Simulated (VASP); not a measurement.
# Mo: single point with PBE

Crystal: Mo.

```
Mo
1.0
    -1.58138    1.58138    1.58138
     1.58138   -1.58138    1.58138
     1.58138    1.58138   -1.58138
Mo
1
Direct
  0.00000 0.00000 0.00000
```

| Item | Value |
| --- | --- |
| Program | VASP 6.6.1 |
| Task | single point |
| Functional | PBE |
| Potentials or basis | VASP PAW PBE potentials, release 64 (Mo_sv) |
| Cutoff | 520 eV |
| k mesh | 14 × 14 × 14 |
| Occupations | fermi-dirac, width 0.03 eV |
| Spin | no spin polarisation |
| Dipole correction | no |
| Further INCAR settings | ALGO = Normal; EDIFF = 1e-06; NBANDS = 13 |

```json
{"Pressure": "0.7 GPa", "Band gap on the k mesh": "zero (band 7 reaches 16.30 eV, above the bottom of band 8 at 11.05 eV)"}
```

Levels at points of the mesh, in eV from the Fermi level:
```csv
k point,band 5,band 6,band 7,band 8,band 9,band 10
"(0.00, 0.00, 0.00)",-7.24,-1.40,-1.40,-1.40,1.58,1.58
"(0.50, 0.00, 0.00)",-5.30,-3.40,1.54,1.61,2.22,4.60
"(0.50, 0.50, 0.50)",-5.40,-5.40,3.85,3.85,3.85,8.92
```

It took 24 s on 1 thread of Intel Xeon 8259CL, with other jobs on the host, peak memory 0.13 GiB.
